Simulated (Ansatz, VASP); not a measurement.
## Two plane-wave programs on Nb

```
Nb
1.0
    -1.62662    1.62662    1.62662
     1.62662   -1.62662    1.62662
     1.62662    1.62662   -1.62662
Nb
1
Cartesian
  0.0000 0.0000 0.0000
```

Alike in both runs: functional LDA; k mesh 8 × 8 × 8; occupations gaussian, width 0.1 eV; no spin polarisation.

Ansatz relaxed the structure, and its values are those at the end. VASP's run is a single point on that final structure, the one shown.

|  | VASP | Ansatz |
| --- | --- | --- |
| version | VASP 6.6.1 | Ansatz 0.2.0 |
| potentials or method | VASP PAW LDA potentials, release 64 (Nb_sv), cutoff 500 eV | scalar-relativistic, plane waves, PAW |
| valence electrons in the cell | 13 | 13 |

```csv
,VASP,Ansatz,Ansatz less VASP
gap on the k mesh at the Fermi level (eV),none,none,-
pressure (GPa),-0.2,0.0,+0.20
```

LDA's correlation is that of Perdew and Zunger in VASP and of Perdew and Wang (1992) in Ansatz. A gap of «none» marks a metal or a gap that the smearing closes.
